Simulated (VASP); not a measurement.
Here is a VASP 6.6.1 calculation.

File INCAR:

```
SYSTEM = MnF2
PREC = Accurate ; ENCUT = 520
EDIFF = 1E-6 ; ISMEAR = 0
SIGMA = 0.05 ; LREAL = .False.
LASPH = .True. ; NELM = 150
ALGO = Normal ; ISIF = 2
LWAVE = .False. ; LCHARG = .False.
ISPIN = 2 ; MAGMOM = 4.64 4.64 0.08 0.08 0.08 0.08
LORBIT = 11 ; LMAXMIX = 4
LDAU = .True. ; LDAUTYPE = 2
LDAUL = 2 -1 ; LDAUU = 3 0
LDAUJ = 0 0 ; LDAUPRINT = 1
GGA = PS ; NBANDS = 40
```

Contents of KPOINTS:

```
regular mesh
0
Gamma
  4 4 6
  0 0 0
```

Contents of POSCAR:

```
MnF2
1.0
    4.8733996600      0.0000000000      0.0000000000
    0.0000000000      4.8733996600      0.0000000000
    0.0000000000      0.0000000000      3.3098997700
Mn F
2 4
Direct
    0.0000000000      0.0000000000      0.0000000000
    0.5000000000      0.5000000000      0.5000000000
    0.3050000000      0.3050000000      0.0000000000
    0.1950000000      0.8050000000      0.5000000000
    0.6950000000      0.6950000000      0.0000000000
    0.8050000000      0.1950000000      0.5000000000
```

Potentials or basis: VASP PAW PBE potentials, release 64 (Mn_pv, F).

Command:

```sh
$ cat potpaw_PBE.64/Mn_pv/POTCAR potpaw_PBE.64/F/POTCAR > POTCAR
$ mpirun -np 1 vasp_std > vasp.out
```

Q: Predict the net moment.

A: 10.00 μB per cell.

Q: What does it give for the pressure?

A: 0.4 GPa.

Q: Predict the site moments.

A: Mn +4.66; F +0.06 μB.

Q: Predict the band gap on the k mesh.

A: 1.94 eV.

Forces on the atoms (eV/Å):
```
Mn   0.000  0.000  0.000
Mn   0.000  0.000  0.000
F    0.007  0.007  0.000
F   -0.007  0.007  0.000
F   -0.007 -0.007  0.000
F    0.007 -0.007  0.000
```

Caveat: the PAW data sets were made with another functional, which shifts forces and pressure a little; the run started ferromagnetic, and an antiferromagnetic order may lie lower in energy. The state reached can hang on the start; a lower one may exist.
